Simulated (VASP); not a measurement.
# PbS (P6_3mc) in VASP: a series of runs

Aim: see how the results for PbS move with the level of theory and the settings. Levels: r2SCAN, PBEsol, PBE, LDA. Tasks: relaxation of cell and atoms, single point.

Program: VASP 6.6.1. These are calculated values, not measurements. Logs are shortened: lines on timing, memory, paths and dates and some standing lists are left out, and cuts for length are marked.

## 1. The cell of the first run

Symmetry: P6_3mc, No. 186, hexagonal system. The conventional cell has a = 5.025 Å, b = 5.025 Å, c = 6.039 Å, α = 90.00°, β = 90.00°, γ = 120.00°. Within 3.8 Å of Pb (site symmetry 3m) lie 5 S at 2.90 to 3.04 Å. Within 3.8 Å of S (site symmetry 3m) lie 5 Pb at 2.90 to 3.04 Å.

## 2. Relaxation of cell and atoms, r2SCAN

Input file POSCAR:

```
PbS
1.0
    5.0252141918      0.0000000000      0.0000000000
   -2.5126070959      4.3519631495      0.0000000000
    0.0000000000      0.0000000000      6.0390364078
Pb S
2 2
Direct
    0.3333333333      0.6666666667     -0.0640864668
    0.6666666667      0.3333333333      0.4359135332
    0.3333333333      0.6666666667      0.4390864668
    0.6666666667      0.3333333333      0.9390864668
```

Input file INCAR.step1:

```
SYSTEM = PbS
ALGO = Normal ; EDIFF = 1E-4
ENCUT = 600 ; GGA = PE
ISMEAR = -1 ; LASPH = .TRUE.
LCHARG = .FALSE. ; LREAL = .FALSE.
LWAVE = .TRUE. ; NELM = 60
PREC = Accurate ; SIGMA = 0.02
```

Input file INCAR.step2:

```
SYSTEM = PbS
ALGO = Normal ; EDIFF = 1E-7
EDIFFG = -0.005 ; ENCUT = 600
IBRION = 2 ; ISIF = 3
ISMEAR = -1 ; ISTART = 1
LASPH = .TRUE. ; LCHARG = .FALSE.
LMIXTAU = .TRUE. ; LREAL = .FALSE.
LWAVE = .FALSE. ; METAGGA = R2SCAN
NELM = 60 ; NSW = 80
PREC = Accurate ; SIGMA = 0.02
```

Input file KPOINTS:

```
k-points
0
G
  6 6 4
  0 0 0
```

Potentials or basis: VASP PAW PBE potentials, release 64 (Pb_d, S).

Launch:

```bash
$ cat potpaw_PBE.64/Pb_d/POTCAR potpaw_PBE.64/S/POTCAR > POTCAR
$ cp INCAR.step1 INCAR
$ mpirun -np 1 vasp_std > vasp.out
$ cp INCAR.step2 INCAR
$ mpirun -np 1 vasp_std > vasp.out
```

OUTCAR:

```text
SYSTEM = PbS
   EDIFF = 1E-7
   EDIFFG = -0.005
   ENCUT = 600
   IBRION = 2
   ISIF = 3
   ISMEAR = -1
   ISTART = 1
   LASPH = .TRUE.
   LREAL = .FALSE.
   METAGGA = R2SCAN
   NELM = 60
   NSW = 80
   PREC = Accurate

 ion  position               nearest neighbor table
   1  0.333  0.667  0.936-   4 2.90   4 2.90   4 2.90   3 3.00   3 3.04
   2  0.667  0.333  0.436-   3 2.90   3 2.90   3 2.90   4 3.00   4 3.04
   3  0.333  0.667  0.439-   2 2.90   2 2.90   2 2.90   1 3.00   1 3.04
   4  0.667  0.333  0.939-   1 2.90   1 2.90   1 2.90   2 3.00   2 3.04

  LATTYP: Found a hexagonal cell.
 ALAT       =     5.0252141918
 C/A-ratio  =     1.2017470654

  Lattice vectors:

 A1 = (   5.0252141918,   0.0000000000,   0.0000000000)
 A2 = (  -2.5126070959,   4.3519631495,   0.0000000000)
 A3 = (   0.0000000000,   0.0000000000,   6.0390364078)

Analysis of symmetry for initial positions (statically):
=====================================================================
 Subroutine PRICEL returns:
 Original cell was already a primitive cell.

 Routine SETGRP: Setting up the symmetry group for a
 hexagonal supercell.

 Subroutine GETGRP returns: Found 12 space group operations
 (whereof  6 operations were pure point group operations)
 out of a pool of 24 trial point group operations.

The static configuration has the point symmetry C_3v.
 The point group associated with its full space group is C_6v.

Analysis of symmetry for dynamics (positions and initial velocities):
=====================================================================
 Subroutine PRICEL returns:
 Original cell was already a primitive cell.

 Routine SETGRP: Setting up the symmetry group for a
 hexagonal supercell.

 Subroutine GETGRP returns: Found 12 space group operations
 (whereof  6 operations were pure point group operations)
 out of a pool of 24 trial point group operations.

The dynamic configuration has the point symmetry C_3v.
 The point group associated with its full space group is C_6v.

 Subroutine INISYM returns: Found 12 space group operations
 (whereof  6 operations are pure point group operations),
 and found     1 'primitive' translations

----------------------------------------------------------------------------------------

                                     Primitive cell

  volume of cell :     132.0710

  direct lattice vectors                    reciprocal lattice vectors
     5.025214192  0.000000000  0.000000000     0.198996493  0.114890679  0.000000000
    -2.512607096  4.351963150  0.000000000     0.000000000  0.229781357  0.000000000
     0.000000000  0.000000000  6.039036408     0.000000000  0.000000000  0.165589331

  length of vectors
     5.025214192  5.025214192  6.039036408     0.229781357  0.229781357  0.165589331

  position of ions in fractional coordinates (direct lattice)
     0.333333333  0.666666667  0.935913533
     0.666666667  0.333333333  0.435913533
     0.333333333  0.666666667  0.439086467
     0.666666667  0.333333333  0.939086467

  ion indices of the primitive-cell ions
   primitive index   ion index
                 1           1
                 2           2
                 3           3
                 4           4

----------------------------------------------------------------------------------------

 KPOINTS: k-points

Automatic generation of k-mesh.
 Grid dimensions read from file:
 generate k-points for:    6    6    4

 Generating k-lattice:

  Cartesian coordinates                     Fractional coordinates (reciprocal lattice)
     0.033166082  0.019148446  0.000000000     0.166666667  0.000000000  0.000000000
     0.000000000  0.038296893  0.000000000     0.000000000  0.166666667  0.000000000
     0.000000000  0.000000000  0.041397333     0.000000000  0.000000000  0.250000000

  Length of vectors
     0.038296893  0.038296893  0.041397333

  Shift w.r.t. Gamma in fractional coordinates (k-lattice)
     0.000000000  0.000000000  0.000000000

 Subroutine IBZKPT returns following result:
 ===========================================

 Found     21 irreducible k-points:

 Following reciprocal coordinates:
            Coordinates               Weight
  0.000000  0.000000  0.000000      1.000000
  0.166667  0.000000  0.000000      6.000000
  0.333333 -0.000000  0.000000      6.000000
  0.500000  0.000000  0.000000      3.000000
  0.166667  0.166667  0.000000      6.000000
  0.333333  0.166667  0.000000     12.000000
[... 13 lines left out ...]
  0.333333  0.166667  0.500000     12.000000
  0.333333  0.333333  0.500000      2.000000
   k-points           NKPTS =     21   k-points in BZ     NKDIM =     21   number of bands    NBANDS=     24
   number of dos      NEDOS =    301   number of ions     NIONS =      4
   total plane-waves  NPLWV =  76800
   dimension x,y,z NGX =    40 NGY =   40 NGZ =   48
   dimension x,y,z NGXF=    80 NGYF=   80 NGZF=   96
   ions per type =               2   2
   NGX,Y,Z   is equivalent  to a cutoff of  13.23, 13.23, 13.21 a.u.
   NGXF,Y,Z  is equivalent  to a cutoff of  26.47, 26.47, 26.43 a.u.
 SYSTEM =  PbS
   PREC   = accura    normal or accurate (medium, high low for compatibility)
   ISTART =      1    job   : 0-new  1-cont  2-samecut
   ICHARG =      0    charge: 1-file 2-atom 10-const
   ISPIN  =      1    spin polarized calculation?
   LNONCOLLINEAR =      F non collinear calculations
   LSORBIT =      F    spin-orbit coupling
   LASPH  =      T    aspherical Exc in radial PAW
   ENCUT  =  600.0 eV  44.10 Ry    6.64 a.u.  10.04 10.04 12.06*2*pi/ulx,y,z
   NELM   =     60;   NELMIN=  2; NELMDL=  0     # of ELM steps
   EDIFF  = 0.1E-06   stopping-criterion for ELM
   LREAL  =      F    real-space projection
   EDIFFG = -.5E-02   stopping-criterion for IOM
   NSW    =     80    number of steps for IOM
   IBRION =      2    ionic relax: 0-MD 1-quasi-New 2-CG
   NFREE  =      1    steps in history (QN), initial steepest desc. (CG)
   ISIF   =      3    stress and relaxation
   ISYM   =      2    0-nonsym 1-usesym 2-fastsym
   POTIM  = 0.5000    time-step for ionic-motion
   TEBEG  =    0.0;   TEEND  =   0.0 temperature during run
   PSTRESS=    0.0 pullay stress
   NELECT =      40.0000    total number of electrons
   NUPDOWN=      -1.0000    fix difference up-down
   EMIN   =  10.00;   EMAX   =-10.00  energy-range for DOS
   EFERMI =   0.00;   METHOD = LEGACY
   ISMEAR =    -1;   SIGMA  =   0.02  broadening in eV -4-tet -1-fermi 0-gaus
   EFERMI_NEDOS =   21; number of points for ismear=-14 and -15
   IALGO  =     38    algorithm
   IMIX   =      4    mixing-type and parameters
     AMIX     =   0.40;   BMIX     =  1.00
     AMIX_MAG =   1.60;   BMIX_MAG =  1.00
  volume/ion in A,a.u.               =      33.02       222.81
  Fermi-wavevector in a.u.,A,eV,Ry     =   1.099408  2.077580 16.445343  1.208699
  Thomas-Fermi vector in A             =   2.235802
   LORBIT       =      0    0 simple, 1 ext, 2 COOP (PROOUT), +10 PAW based schemes
   METAGGA = R2SCAN    functional components
   LHFCALC =     F    Hartree Fock is set to
   AEXX    =    0.0000 exact exchange contribution
   IVDW    =     0    specifies the selected vdW correction
   LEPSILON=     F    determine dielectric tensor
   LRPA    =     F    only Hartree local field effects (RPA)
 conjugate gradient relaxation of ions
 non-spin polarized calculation
  energy-cutoff  :      600.00
  volume of cell :      132.07
 maximum number of plane-waves:      4428
   NGX = 21   NGY = 21   NGZ = 25

--------------------------------------- Ionic step        1  -------------------------------------------

 number of electron      39.9999997 magnetization

 Free energy of the ion-electron system (eV)
  ---------------------------------------------------
  ext. energy  EPLUGINS =         0.00000000
  ---------------------------------------------------
  free energy    TOTEN  =      -130.74230875 eV

  energy without entropy =     -130.74230875  energy(sigma->0) =     -130.74230875

------------------------ aborting loop because EDIFF is reached ----------------------------------------

  FORCE on cell =-STRESS in cart. coord.  units (eV):
  Direction    XX          YY          ZZ          XY          YZ          ZX
  --------------------------------------------------------------------------------------
  -------------------------------------------------------------------------------------
  Total       -0.5765943     -0.5765943     -0.7442636      0.0000000      0.0000000      0.0000000
  in kB       -6.9947703     -6.9947703     -9.0287979      0.0000000      0.0000000      0.0000000
  external PRESSURE =      -7.6727795 kB  Pullay stress =       0.0000000 kB

 VOLUME and BASIS-vectors are now :
 -----------------------------------------------------------------------------
  energy-cutoff  :      600.00
  volume of cell :      132.07
      direct lattice vectors                 reciprocal lattice vectors
     5.025214192  0.000000000  0.000000000     0.198996493  0.114890679  0.000000000
    -2.512607096  4.351963150  0.000000000     0.000000000  0.229781357  0.000000000
     0.000000000  0.000000000  6.039036408     0.000000000  0.000000000  0.165589331
[... 39 lines left out ...]
 POSITION                                       TOTAL-FORCE (eV/Angst)
 -----------------------------------------------------------------------------------
     -0.00000      2.88113      5.60117        -0.000000      0.000000      0.002357
      2.49513      1.44057      2.60875         0.000000      0.000000      0.002357
     -0.00000      2.88113      2.62797         0.000000      0.000000     -0.002357
      2.49513      1.44057      5.62038         0.000000      0.000000     -0.002357
 -----------------------------------------------------------------------------------
    total drift:                               -0.000000      0.000000     -0.000107

  FREE ENERGIE OF THE ION-ELECTRON SYSTEM (eV)
  ---------------------------------------------------
  free  energy   TOTEN  =      -130.7475043575 eV

  energy  without entropy=     -130.7475043575  energy(sigma->0) =     -130.74750436

--------------------------------------- Ionic step        3  -------------------------------------------

 number of electron      39.9999997 magnetization

 Free energy of the ion-electron system (eV)
  ---------------------------------------------------
  ext. energy  EPLUGINS =         0.00000000
  ---------------------------------------------------
  free energy    TOTEN  =      -130.74803132 eV

  energy without entropy =     -130.74803132  energy(sigma->0) =     -130.74803132

 E-fermi :   4.0219     XC(G=0):  -8.9586

 val. band max:        3.5530785351   @ k =   0.3333   0.3333   0.5000
 cond. band min:       5.2835974018   @ k =   0.3333   0.3333   0.5000
 fundamental gap:      1.7305188667
 Fermi energy:         4.0218717809

 k-point     1 :       0.0000    0.0000    0.0000
  band No.  band energies     occupation
      1     -13.8316      2.00000
      2     -13.7229      2.00000
      3     -13.7229      2.00000
      4     -13.7227      2.00000
      5     -13.7227      2.00000
      6     -13.7202      2.00000
[... 16 lines left out ...]
     23       7.1877      0.00000
     24       7.1877      0.00000
[... 560 lines left out ...]
 POSITION                                       TOTAL-FORCE (eV/Angst)
 -----------------------------------------------------------------------------------
     -0.00000      2.88578      5.61289         0.000000      0.000000      0.001215
      2.49916      1.44289      2.61423        -0.000000     -0.000000      0.001215
     -0.00000      2.88578      2.63343         0.000000     -0.000000     -0.001215
      2.49916      1.44289      5.63209        -0.000000      0.000000     -0.001215
 -----------------------------------------------------------------------------------
    total drift:                               -0.000000      0.000000     -0.000022

  FREE ENERGIE OF THE ION-ELECTRON SYSTEM (eV)
  ---------------------------------------------------
  free  energy   TOTEN  =      -130.7480313210 eV

  energy  without entropy=     -130.7480313210  energy(sigma->0) =     -130.74803132

 reached required accuracy - stopping structural energy minimisation
```

It took 10 min on 1 thread of AMD EPYC 7R13 (Zen 3), shared host; peak memory 0.3 GiB.

What came out:

```
Free energy                            : -130.7480 eV
Relaxed volume                         : 32.44 Å³/atom
Relaxed cell                           : a = 4.998 Å, b = 4.998 Å, c = 5.997 Å, α = 90.00°, β = 90.00°, γ = 120.00°
Space group after relaxing (to 0.05 Å) : P6_3/mmc (No. 194)
Energy gained by relaxing              : 1.4 meV/atom
Ionic steps                            : 3
Pressure after relaxing                : 0.0 GPa
Band gap on the k mesh                 : 1.73 eV, direct
```

The path:
| step | energy change (eV) | largest force (eV/Å) | pressure (GPa) | volume (Å³) |
| --- | --- | --- | --- | --- |
| 1 | 0.0000 | 0.0024 | -0.77 | 132.07 |
| 2 | -0.0052 | 0.0024 | 0.25 | 129.07 |
| 3 | -0.0057 | 0.0012 | 0.00 | 129.76 |

Final structure:
```
Pb S
1.0
     4.99832    0.00000    0.00000
    -2.49916    4.32868    0.00000
     0.00000    0.00000    5.99733
Pb S
2 2
Direct
  0.33333 0.66667 0.93590
  0.66667 0.33333 0.43590
  0.33333 0.66667 0.43910
  0.66667 0.33333 0.93910
```

Caveat: the PAW data sets were made with another functional, which shifts forces and pressure a little; spin-orbit coupling is left out, which moves the levels of the heavy elements. A k mesh can miss the band edges.

(Part 1 of 2 ends here.)
